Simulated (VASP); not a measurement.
RbLaSn3:

```xyz
5
Lattice="3.7156 2.1452 3.0274 -3.7156 2.1452 3.0274 0.0000 -4.2905 3.0274" Properties=species:S:1:pos:R:3 pbc="T T T"
Rb    0.0000    0.0000    0.4898
La    0.0000    0.0000    4.9699
Sn    0.0000    2.1310    3.4296
Sn    1.8455   -1.0655    3.4296
Sn   -1.8455   -1.0655    3.4296
```

The cell was generated, and may not be a known phase.

* Program: VASP 6.6.1
* Task: relaxation of cell and atoms
* Functional: PBE
* Potentials or basis: VASP PAW PBE potentials, release 64 (Rb_sv, La, Sn_d)
* Cutoff: 600 eV
* k mesh: 3 × 3 × 3
* Occupations: gaussian, width 0.2 eV
* Spin: no spin polarisation

At the start: pressure 25.2 GPa; volume 28.96 Å³/atom.

Task: Where does the relaxation end?

Result: Over 4 steps the energy falls by 957.5 meV/atom and the volume is 47.27 Å³/atom (+63.2 %); space group R3m (No. 160, to 0.1 Å) before and after.

The path:
| step | energy change (eV) | largest force (eV/Å) | pressure (GPa) | volume (Å³) |
| --- | --- | --- | --- | --- |
| 1 | 0.0000 | 0.2488 | 25.18 | 144.79 |
| 2 | -4.6402 | 0.0619 | -1.61 | 262.60 |
| 3 | -4.7825 | 0.0630 | 0.36 | 231.31 |
| 4 | -4.7876 | 0.0629 | -0.05 | 236.36 |

Final structure:
```
CELL_PARAMETERS angstrom
4.37591 2.52643 3.56323
-4.37591 2.52643 3.56323
0.00000 -5.05287 3.56323
ATOMIC_POSITIONS crystal
Rb 0.05282 0.05282 0.05282
La 0.54732 0.54732 0.54732
Sn 0.54317 0.54317 0.04752
Sn 0.54317 0.04752 0.54317
Sn 0.04752 0.54317 0.54317
```

Caveat: the k points lie up to 0.34 Å⁻¹ apart in the final cell, too coarse for converged energies and pressures of a metal; the volume moved by over 15 % at a fixed basis, so the end points are rough; the relaxation stopped at a loose force limit of 0.08 eV/Å, so its end isn't a converged minimum.
